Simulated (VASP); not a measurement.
Sc2GaAs3, 6 atoms in the cell. Symmetry: P-6m2, No. 187, hexagonal system. The conventional cell has a = 4.509 Å, b = 4.509 Å, c = 8.092 Å, α = 90.00°, β = 90.00°, γ = 120.00°. Within 3.5 Å of Sc (site symmetry 3m) lie 7 As at 2.64 to 2.96 Å and 1 Sc at 2.80 Å. Within 3.4 Å of Ga (site symmetry -6m2) lie 3 As at 2.60 Å. Within 3.4 Å of As (site symmetry -6m2) lie 3 As at 2.60 Å and 6 Sc at 2.96 Å. Within 3.4 Å of As (site symmetry -6m2) lie 3 As at 2.60 Å and 6 Sc at 2.96 Å. Within 3.4 Å of As (site symmetry -6m2) lie 3 Ga at 2.60 Å and 2 Sc at 2.64 Å. The cell was generated, and may not be a known phase.

| Item | Value |
| --- | --- |
| Program | VASP 6.6.1 |
| Task | single point |
| Functional | PBE |
| Potentials or basis | VASP PAW PBE potentials, release 64 (Sc_sv, Ga_d, As) |
| Cutoff | 500 eV |
| k mesh | 6 × 6 × 2 |
| Occupations | gaussian, width 0.1 eV |
| Spin | no spin polarisation |
| Dipole correction | no |
| Further INCAR settings | ALGO = Normal; EDIFF = 1e-06; NBANDS = 34 |

Potentials or basis: VASP PAW PBE potentials, release 64 (Sc_sv, Ga_d, As).

Command:

```sh
$ cat potpaw_PBE.64/Sc_sv/POTCAR potpaw_PBE.64/Ga_d/POTCAR potpaw_PBE.64/As/POTCAR > POTCAR
$ mpirun -np 1 vasp_std > vasp.out
```

Hardware: 1 thread of Intel(R) Xeon(R) 6975P-C (Granite Rapids), on a shared host.

Task: Estimate the wall time of this run.

Result: Run time: 92 s on 1 thread of Intel(R) Xeon(R) 6975P-C (Granite Rapids), on a shared host, peak memory 0.28 GiB. Counts: scf iterations 14, k points 14.
